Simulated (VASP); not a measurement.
# Dy3TaF2 (P-6m2) in VASP: further runs, part 2 of 2

VASP 6.6.1.

## (3) Single point, PBE, collinear spin

This run uses another cell than the first one, of 19.26 Å³/atom.

File INCAR:

```
SYSTEM = Dy3TaF2
ALGO = Normal
EDIFF = 1E-6
ENCUT = 600
GGA = PE
GGA_COMPAT = .FALSE.
ISIF = 2
ISMEAR = 0
ISPIN = 2
LASPH = .TRUE.
LCHARG = .FALSE.
LMAXMIX = 6
LORBIT = 11
LREAL = .FALSE.
LWAVE = .FALSE.
MAGMOM = 0 0 0 1 0 0
NBANDS = 39
NELM = 200
PREC = Accurate
SIGMA = 0.1
```

File KPOINTS:

```
k-points
0
G
  6 6 2
  0 0 0
```

File POSCAR:

```
Dy3TaF2
1.0
    4.0782135600      0.0000000000      0.0000000000
   -2.0391067800      3.5318365500      0.0000000000
    0.0000000000      0.0000000000      8.0220149500
Dy Ta F
3 1 2
Direct
    0.6666666700      0.3333333300      0.5000000000
    0.0000000000      0.0000000000      0.0000000000
    0.0000000000      0.0000000000      0.5000000000
    0.6666666700      0.3333333300      0.0000000000
    0.3333333300      0.6666666700      0.2428220100
    0.3333333300      0.6666666700      0.7571779900
```

Potentials or basis: VASP PAW PBE potentials, release 64 (Dy_3, Ta_pv, F), 4f in core.

Launch:

```bash
cat potpaw_PBE.64/Dy_3/POTCAR potpaw_PBE.64/Ta_pv/POTCAR potpaw_PBE.64/F/POTCAR > POTCAR
mpirun -np 1 vasp_std > vasp.out
```

OUTCAR:

```text
SYSTEM = Dy3TaF2
   EDIFF = 1E-6
   ENCUT = 600
   GGA = PE
   ISIF = 2
   ISMEAR = 0
   ISPIN = 2
   LASPH = .TRUE.
   LORBIT = 11
   LREAL = .FALSE.
   NELM = 200
   PREC = Accurate

 ion  position               nearest neighbor table
   1  0.667  0.333  0.500-   3 2.35   3 2.35   3 2.35
   2  0.000  0.000  0.000-   4 2.35   4 2.35   4 2.35
   3  0.000  0.000  0.500-   1 2.35   1 2.35   1 2.35
   4  0.667  0.333  0.000-   2 2.35   2 2.35   2 2.35
   5  0.333  0.667  0.243-
   6  0.333  0.667  0.757-

  LATTYP: Found a hexagonal cell.
 ALAT       =     4.0782135600
 C/A-ratio  =     1.9670414097

  Lattice vectors:

 A1 = (   4.0782135600,   0.0000000000,   0.0000000000)
 A2 = (  -2.0391067800,   3.5318365500,   0.0000000000)
 A3 = (   0.0000000000,   0.0000000000,   8.0220149500)

Analysis of symmetry for initial positions (statically):
=====================================================================
 Subroutine PRICEL returns:
 Original cell was already a primitive cell.

[... 1347 lines left out ...]
  -------------------------------------------------------------------------------------
  Total       25.7311002     25.7311002     -5.0737195      0.0000000     -0.0000000      0.0000000
  in kB      356.7918372    356.7918382    -70.3530633      0.0000000     -0.0000000      0.0000000
  external PRESSURE =     214.4102041 kB  Pullay stress =       0.0000000 kB

 VOLUME and BASIS-vectors are now :
 -----------------------------------------------------------------------------
  energy-cutoff  :      600.00
  volume of cell :      115.55
      direct lattice vectors                 reciprocal lattice vectors
     4.078213560  0.000000000  0.000000000     0.245205403  0.141569405  0.000000000
    -2.039106780  3.531836550  0.000000000     0.000000000  0.283138811  0.000000000
     0.000000000  0.000000000  8.022014950     0.000000000  0.000000000  0.124656960

 POSITION                                       TOTAL-FORCE (eV/Angst)
 -----------------------------------------------------------------------------------
      2.03911      1.17728      4.01101        -0.000000      0.000000      0.000000
      0.00000      0.00000      0.00000        -0.000000      0.000000      0.000000
      0.00000      0.00000      4.01101        -0.000000      0.000000      0.000000
      2.03911      1.17728      0.00000        -0.000000     -0.000000      0.000000
     -0.00000      2.35456      1.94792         0.000000      0.000000      0.327944
     -0.00000      2.35456      6.07409         0.000000      0.000000     -0.327944
 -----------------------------------------------------------------------------------
    total drift:                                0.000071     -0.000041     -0.000000

  FREE ENERGIE OF THE ION-ELECTRON SYSTEM (eV)
  ---------------------------------------------------
  free  energy   TOTEN  =       -18.6986533875 eV

  energy  without entropy=      -18.6678103116  energy(sigma->0) =      -18.68323185

 total charge

# of ion       s       p       d       tot
------------------------------------------
    1        0.293   6.374   2.376   9.043
    2        0.372   6.360   2.489   9.221
    3        0.281   6.364   2.383   9.028
    4        0.357   5.985   2.964   9.306
    5        1.759   4.216   0.000   5.975
    6        1.759   4.216   0.000   5.975
--------------------------------------------------
tot          4.820  33.515  10.212  48.547

 magnetization (x)

# of ion       s       p       d       tot
------------------------------------------
    1        0.002   0.002   0.008   0.012
    2        0.005   0.006   0.023   0.035
    3       -0.001  -0.001   0.001  -0.001
    4        0.010   0.001   0.094   0.106
    5        0.000   0.009   0.000   0.009
    6        0.000   0.009   0.000   0.009
--------------------------------------------------
tot          0.017   0.027   0.127   0.170
```

stdout:

```text
POSCAR found type information on POSCAR DyTaF
 POSCAR found :  3 types and       6 ions
 scaLAPACK will be used
 LDA part: xc-table for (Slater+PW92), standard interpolation
 POSCAR, INCAR and KPOINTS ok, starting setup
 FFT: planning ... GRIDC
 FFT: planning ... GRID_SOFT
 FFT: planning ... GRID
 WAVECAR not read
 entering main loop
```

It took 2 min on 1 thread of Intel Xeon 6975P-C (Granite Rapids), shared host; peak memory 0.41 GiB.

Results:

- Free energy: -18.6987 eV
- Pressure: 21.4 GPa
- Largest force: 0.328 eV/Å
- Net moment: 0.22 μB per cell
- Site moments: Dy +0.01, +0.04, -0.00; Ta +0.11; F +0.01 μB
- Valence electrons inside the program's atomic spheres: Dy 9.04, 9.22, 9.03; Ta 9.31; F 5.97

Forces on the atoms (eV/Å):
```
Dy   0.000  0.000  0.000
Dy   0.000  0.000  0.000
Dy   0.000  0.000  0.000
Ta   0.000  0.000  0.000
F    0.000  0.000  0.328
F    0.000  0.000 -0.328
```

Stress tensor (GPa, compression positive):
```
35.68  0.00  0.00
 0.00 35.68  0.00
 0.00  0.00 -7.04
```

Levels at points of the mesh, in eV from the Fermi level:
Spin up:
| k point | band 24 | band 25 | band 26 | band 27 | band 28 | band 29 |
| --- | --- | --- | --- | --- | --- | --- |
| (0.00, 0.00, 0.00) | -0.65 | -0.65 | 0.29 | 0.29 | 1.31 | 1.59 |
| (0.50, 0.00, 0.00) | -0.70 | -0.69 | -0.46 | -0.46 | -0.10 | 0.80 |
| (0.00, 0.00, 0.50) | -0.99 | -0.43 | -0.43 | 0.00 | 0.00 | 1.61 |
| (0.50, 0.00, 0.50) | -0.80 | -0.37 | -0.36 | -0.23 | -0.16 | 0.71 |
Spin down:
| k point | band 22 | band 23 | band 24 | band 25 | band 26 | band 27 | band 28 | band 29 |
| --- | --- | --- | --- | --- | --- | --- | --- | --- |
| (0.00, 0.00, 0.00) | -1.70 | -0.95 | -0.60 | -0.60 | 0.31 | 0.31 | 1.39 | 1.64 |
| (0.50, 0.00, 0.00) | -1.66 | -0.76 | -0.66 | -0.64 | -0.45 | -0.45 | 0.07 | 0.82 |
| (0.00, 0.00, 0.50) | -1.50 | -1.04 | -0.96 | -0.37 | -0.37 | 0.00 | 0.00 | 1.66 |
| (0.50, 0.00, 0.50) | -2.10 | -0.85 | -0.75 | -0.36 | -0.34 | -0.18 | -0.09 | 0.83 |

Caveat: the k points lie up to 0.39 Å⁻¹ apart; the magnetic or orbital state may not be the lowest; spin-orbit coupling is left out, which moves the levels of the heavy elements; the 4f electrons are frozen in the core, so they carry no moment and show no levels. With open d or f shells a metallic result of PBE can be an artefact of self-interaction; +U or a hybrid may open a gap.
